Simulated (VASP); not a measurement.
# Sb (R-3m) in VASP: a series of runs

The runs below take Sb through single point, with PBE exchange alone, LDA, PBEsol.

Program: VASP 6.6.1. These are calculated values, not measurements. Logs are shortened: lines on timing, memory, paths and dates and some standing lists are left out, and cuts for length are marked.

**1. The cell of the first run**

It takes space group R-3m (No. 166, trigonal). The conventional cell has a = 4.423 Å, b = 4.423 Å, c = 22.762 Å, α = 90.00°, β = 90.00°, γ = 120.00°. Within 4.0 Å of Sb (site symmetry 3m) lie 3 Sb at 3.03 Å.

**2. Single point, PBE exchange alone**

Input file INCAR:

```
AGGAC = 0.0
ALDAC = 0.0
ALGO = Normal
EDIFF = 1E-6
ENCUT = 500
GGA = PE
GGA_COMPAT = F
ISIF = 2
ISMEAR = -1
LASPH = T
LCHARG = T
LELF = T
LREAL = F
LVHAR = T
LWAVE = F
NBANDS = 22
NELM = 120
PREC = Accurate
SIGMA = 0.05
```

Input file KPOINTS:

```
k-points
0
Gamma
  8 8 8
```

Input file POSCAR:

```
Sb
1.0
    2.2114429992      1.2767772109      7.5874405413
   -2.2114429992      1.2767772109      7.5874405413
    0.0000000000     -2.5535544218      7.5874405413
Sb
2
Direct
    0.7974034120      0.7974034120      0.7974034120
    0.2025965880      0.2025965880      0.2025965880
```

Potentials or basis: VASP PAW PBE potentials, release 64 (Sb_d_GW).

Command:

```
> cat potpaw_PBE.64/Sb_d_GW/POTCAR > POTCAR
> mpirun -np 1 vasp_std > vasp.out
```

OUTCAR:

```text
EDIFF = 1E-6
   ENCUT = 500
   GGA = PE
   ISIF = 2
   ISMEAR = -1
   LASPH = T
   LREAL = F
   NELM = 120
   PREC = Accurate

 ion  position               nearest neighbor table
   1  0.797  0.797  0.797-   2 3.03   2 3.03   2 3.03
   2  0.203  0.203  0.203-   1 3.03   1 3.03   1 3.03

  LATTYP: Found a trigonal (rhomboedric) cell.
 ALAT       =     8.0056164130
 COS(alpha) =     0.8473868555

  Lattice vectors:

 A1 = (   2.2114429992,   1.2767772109,   7.5874405413)
 A2 = (  -2.2114429992,   1.2767772109,   7.5874405413)
 A3 = (   0.0000000000,  -2.5535544218,   7.5874405413)

Analysis of symmetry for initial positions (statically):
=====================================================================
 Subroutine PRICEL returns:
 Original cell was already a primitive cell.

 Routine SETGRP: Setting up the symmetry group for a
 trigonal (rhombohedral) supercell.

 Subroutine GETGRP returns: Found 12 space group operations
 (whereof 12 operations were pure point group operations)
 out of a pool of 12 trial point group operations.

The static configuration has the point symmetry D_3d.

Analysis of symmetry for dynamics (positions and initial velocities):
=====================================================================
 Subroutine PRICEL returns:
 Original cell was already a primitive cell.

 Routine SETGRP: Setting up the symmetry group for a
 trigonal (rhombohedral) supercell.

 Subroutine GETGRP returns: Found 12 space group operations
 (whereof 12 operations were pure point group operations)
 out of a pool of 12 trial point group operations.

The dynamic configuration has the point symmetry D_3d.

 Subroutine INISYM returns: Found 12 space group operations
 (whereof 12 operations are pure point group operations),
 and found     1 'primitive' translations

----------------------------------------------------------------------------------------

                                     Primitive cell

  volume of cell :     128.5397

  direct lattice vectors                    reciprocal lattice vectors
     2.211442999  1.276777211  7.587440541     0.226096716  0.130537000  0.043932250
    -2.211442999  1.276777211  7.587440541    -0.226096716  0.130537000  0.043932250
     0.000000000 -2.553554422  7.587440541     0.000000000 -0.261074000  0.043932250

  length of vectors
     8.005616413  8.005616413  8.005616413     0.264744548  0.264744548  0.264744548

  position of ions in fractional coordinates (direct lattice)
     0.797403412  0.797403412  0.797403412
     0.202596588  0.202596588  0.202596588

  ion indices of the primitive-cell ions
   primitive index   ion index
                 1           1
                 2           2

----------------------------------------------------------------------------------------

 KPOINTS: k-points

Automatic generation of k-mesh.
 Grid dimensions read from file:
 generate k-points for:    8    8    8

 Generating k-lattice:

  Cartesian coordinates                     Fractional coordinates (reciprocal lattice)
     0.028262090  0.016317125  0.005491531     0.125000000 -0.000000000  0.000000000
    -0.028262090  0.016317125  0.005491531    -0.000000000  0.125000000  0.000000000
     0.000000000 -0.032634250  0.005491531     0.000000000  0.000000000  0.125000000

  Length of vectors
     0.033093069  0.033093069  0.033093069

  Shift w.r.t. Gamma in fractional coordinates (k-lattice)
     0.000000000  0.000000000  0.000000000

 Subroutine IBZKPT returns following result:
 ===========================================

 Found     65 irreducible k-points:

 Following reciprocal coordinates:
            Coordinates               Weight
  0.000000  0.000000  0.000000      1.000000
  0.125000  0.000000 -0.000000      6.000000
  0.250000  0.000000 -0.000000      6.000000
  0.375000  0.000000 -0.000000      6.000000
  0.500000  0.000000 -0.000000      3.000000
  0.125000  0.125000 -0.000000      6.000000
[... 16 lines left out ...]
  0.250000  0.125000  0.125000      6.000000
  0.375000  0.125000  0.125000      6.000000
 [... further k-points ...]
   k-points           NKPTS =     65   k-points in BZ     NKDIM =     65   number of bands    NBANDS=     22
   number of dos      NEDOS =    301   number of ions     NIONS =      2
   total plane-waves  NPLWV = 216000
   dimension x,y,z NGX =    60 NGY =   60 NGZ =   60
   dimension x,y,z NGXF=   120 NGYF=  120 NGZF=  120
   ions per type =               2
   NGX,Y,Z   is equivalent  to a cutoff of  12.46, 12.46, 12.46 a.u.
   NGXF,Y,Z  is equivalent  to a cutoff of  24.92, 24.92, 24.92 a.u.
 SYSTEM =  unknown system
   PREC   = accura    normal or accurate (medium, high low for compatibility)
   ISTART =      0    job   : 0-new  1-cont  2-samecut
   ICHARG =      2    charge: 1-file 2-atom 10-const
   ISPIN  =      1    spin polarized calculation?
   LNONCOLLINEAR =      F non collinear calculations
   LSORBIT =      F    spin-orbit coupling
   LASPH  =      T    aspherical Exc in radial PAW
   ENCUT  =  500.0 eV  36.75 Ry    6.06 a.u.  14.60 14.60 14.60*2*pi/ulx,y,z
   NELM   =    120;   NELMIN=  2; NELMDL= -5     # of ELM steps
   EDIFF  = 0.1E-05   stopping-criterion for ELM
   LREAL  =      F    real-space projection
[... 7 lines left out ...]
   TEBEG  =    0.0;   TEEND  =   0.0 temperature during run
   PSTRESS=    0.0 pullay stress
   NELECT =      30.0000    total number of electrons
   NUPDOWN=      -1.0000    fix difference up-down
   EMIN   =  10.00;   EMAX   =-10.00  energy-range for DOS
   EFERMI =   0.00;   METHOD = LEGACY
   ISMEAR =    -1;   SIGMA  =   0.05  broadening in eV -4-tet -1-fermi 0-gaus
   EFERMI_NEDOS =   21; number of points for ismear=-14 and -15
   IALGO  =     38    algorithm
   IMIX   =      4    mixing-type and parameters
     AMIX     =   0.40;   BMIX     =  1.00
     AMIX_MAG =   1.60;   BMIX_MAG =  1.00
  volume/ion in A,a.u.               =      64.27       433.71
  Fermi-wavevector in a.u.,A,eV,Ry     =   1.007943  1.904737 13.822835  1.015950
  Thomas-Fermi vector in A             =   2.140780
   LORBIT       =      0    0 simple, 1 ext, 2 COOP (PROOUT), +10 PAW based schemes
   GGA     = PE    functional components
   LHFCALC =     F    Hartree Fock is set to
   AEXX    =    0.0000 exact exchange contribution
   IVDW    =     0    specifies the selected vdW correction
   LEPSILON=     F    determine dielectric tensor
   LRPA    =     F    only Hartree local field effects (RPA)
 non-spin polarized calculation
  energy-cutoff  :      500.00
  volume of cell :      128.54
 maximum number of plane-waves:      3284
 NGX is ok and might be reduce to    60
   NGX = 29   NGY = 29   NGZ = 29

 number of electron      30.0000010 magnetization

 Free energy of the ion-electron system (eV)
  ---------------------------------------------------
  ext. energy  EPLUGINS =         0.00000000
  ---------------------------------------------------
  free energy    TOTEN  =        -6.12179719 eV

  energy without entropy =       -6.12179239  energy(sigma->0) =       -6.12179479

 E-fermi :   1.1191     XC(G=0):  -5.1688

 val. band max:        0.6563813264   @ k =   0.5000   0.5000   0.5000
 cond. band min:       1.4817965238   @ k =   0.5000   0.5000   0.5000
 fundamental gap:      0.8254151974
 Fermi energy:         1.1190652527

 k-point     1 :       0.0000    0.0000    0.0000
  band No.  band energies     occupation
      1     -27.4394      2.00000
      2     -27.4394      2.00000
      3     -27.3981      2.00000
      4     -27.3981      2.00000
      5     -27.3495      2.00000
      6     -27.3272      2.00000
[... 14 lines left out ...]
     21       8.4000      0.00000
     22       8.4983      0.00000

 k-point     2 :       0.1250    0.0000   -0.0000
  band No.  band energies     occupation
      1     -27.4393      2.00000
      2     -27.4348      2.00000
      3     -27.3968      2.00000
      4     -27.3948      2.00000
      5     -27.3496      2.00000
      6     -27.3294      2.00000
[... 14 lines left out ...]
     21       8.3507      0.00000
     22       8.4344      0.00000

 k-point     3 :       0.2500    0.0000   -0.0000
  band No.  band energies     occupation
      1     -27.4388      2.00000
      2     -27.4230      2.00000
      3     -27.3923      2.00000
      4     -27.3859      2.00000
      5     -27.3496      2.00000
      6     -27.3360      2.00000
[... 14 lines left out ...]
     21       7.9403      0.00000
     22       8.7056      0.00000

 k-point     4 :       0.3750    0.0000   -0.0000
  band No.  band energies     occupation
      1     -27.4381      2.00000
      2     -27.4111      2.00000
      3     -27.3814      2.00000
      4     -27.3739      2.00000
      5     -27.3508      2.00000
      6     -27.3460      2.00000
[... 14 lines left out ...]
     21       8.1780      0.00000
     22       8.4290      0.00000

 k-point     5 :       0.5000    0.0000   -0.0000
  band No.  band energies     occupation
      1     -27.4378      2.00000
      2     -27.4072      2.00000
      3     -27.3668      2.00000
      4     -27.3642      2.00000
      5     -27.3577      2.00000
      6     -27.3549      2.00000
[... 417 lines left out ...]
 k-point    22 :       0.1250    0.1250    0.1250
  band No.  band energies     occupation
      1     -27.4394      2.00000
      2     -27.4394      2.00000
      3     -27.3981      2.00000
      4     -27.3981      2.00000
      5     -27.3495      2.00000
      6     -27.3272      2.00000
[... 14 lines left out ...]
     21       8.5088      0.00000
     22       8.5333      0.00000

 k-point    23 :       0.2500    0.1250    0.1250
  band No.  band energies     occupation
      1     -27.4393      2.00000
      2     -27.4348      2.00000
      3     -27.3968      2.00000
      4     -27.3948      2.00000
      5     -27.3496      2.00000
      6     -27.3294      2.00000
[... 14 lines left out ...]
     21       8.1642      0.00000
     22       8.4279      0.00000

 k-point    24 :       0.3750    0.1250    0.1250
  band No.  band energies     occupation
      1     -27.4388      2.00000
      2     -27.4230      2.00000
      3     -27.3923      2.00000
      4     -27.3859      2.00000
      5     -27.3496      2.00000
      6     -27.3360      2.00000
[... 14 lines left out ...]
     21       7.6148      0.00000
     22       8.5318      0.00000

 [... further k-points ...]

------------------------ aborting loop because EDIFF is reached ----------------------------------------

  FORCE on cell =-STRESS in cart. coord.  units (eV):
  Direction    XX          YY          ZZ          XY          YZ          ZX
  --------------------------------------------------------------------------------------
  -------------------------------------------------------------------------------------
  Total       -0.0361437     -0.0361437     -0.0190032      0.0000000      0.0000000      0.0000000
  in kB       -0.4505109     -0.4505109     -0.2368641      0.0000000      0.0000000      0.0000000
  external PRESSURE =      -0.3792953 kB  Pullay stress =       0.0000000 kB

 VOLUME and BASIS-vectors are now :
 -----------------------------------------------------------------------------
  energy-cutoff  :      500.00
  volume of cell :      128.54
      direct lattice vectors                 reciprocal lattice vectors
     2.211442999  1.276777211  7.587440541     0.226096716  0.130537000  0.043932250
    -2.211442999  1.276777211  7.587440541    -0.226096716  0.130537000  0.043932250
     0.000000000 -2.553554422  7.587440541     0.000000000 -0.261074000  0.043932250

 POSITION                                       TOTAL-FORCE (eV/Angst)
 -----------------------------------------------------------------------------------
      0.00000      0.00000     18.15075         0.000000     -0.000000      0.000591
      0.00000      0.00000      4.61157         0.000000      0.000000     -0.000591
 -----------------------------------------------------------------------------------
    total drift:                               -0.000000     -0.000000      0.000000

  FREE ENERGIE OF THE ION-ELECTRON SYSTEM (eV)
  ---------------------------------------------------
  free  energy   TOTEN  =        -6.1217971853 eV

  energy  without entropy=       -6.1217923911  energy(sigma->0) =       -6.12179479
```

It took 6.6 min on 1 thread of Intel Xeon Platinum 8259CL at 2.50GHz (Skylake/Cascade Lake), shared host; peak memory 0.58 GiB.

What came out:

* Free energy: -6.1218 eV
* Pressure: 0.0 GPa
* Band gap on the k mesh: 0.83 eV

Levels at points of the mesh, in eV from the valence-band top:
```
           k point  band 11  band 12  band 13  band 14  band 15  band 16  band 17  band 18  band 19  band 20
(0.00, 0.00, 0.00)   -10.25    -6.14    -0.38    -0.16    -0.16     1.11     2.43     2.43     4.70     7.24
(0.50, 0.00, 0.00)    -8.81    -7.50    -2.31    -1.32    -0.99     1.54     2.40     3.17     5.13     6.73
(0.50, 0.50, 0.00)    -8.81    -7.50    -2.34    -1.32    -1.07     1.70     2.74     3.21     5.20     6.01
(0.50, 0.50, 0.50)   -10.25    -6.17    -0.16    -0.16     0.00     0.83     2.42     2.42     4.35     6.53
```

Caveat: spin-orbit coupling is left out, which moves the levels of the heavy elements.

(Part 1 of 2 ends here.)

The gap in the log of VASP goes by the Fermi energy; the results here count the filled bands.